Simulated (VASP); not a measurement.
Input of a VASP 6.6.1 run:

Contents of INCAR:

```
ALGO = Normal
EDIFF = 1E-6
ENCUT = 500
GGA = PS
GGA_COMPAT = False
ISIF = 2
ISMEAR = 0
LASPH = True
LCHARG = False
LREAL = False
LWAVE = False
NBANDS = 16
NELM = 120
PREC = Accurate
SIGMA = 0.01
```

Contents of KPOINTS:

```
k-points
0
Gamma
  10 10 10
```

The input POSCAR:

```
GaAs
1.0
    0.0000000000      2.8265000000      2.8265000000
    2.8265000000      0.0000000000      2.8265000000
    2.8265000000      2.8265000000      0.0000000000
Ga As
1 1
Direct
    0.0000000000      0.0000000000      0.0000000000
    0.2500000000      0.2500000000      0.2500000000
```

Potentials or basis: VASP PAW PBE potentials, release 64 (Ga_d, As).

Run with:

```sh
$ cat potpaw_PBE.64/Ga_d/POTCAR potpaw_PBE.64/As/POTCAR > POTCAR
$ mpirun -np 1 vasp_std > vasp.out
```

**Question.** Estimate the pressure.

**Answer.** 0.4 GPa.

**Question.** Predict the band gap on the k mesh.

**Answer.** 0.46 eV, direct.

Caveat: the PAW data sets were made with another functional, which shifts forces and pressure a little. A k mesh can miss the band edges.
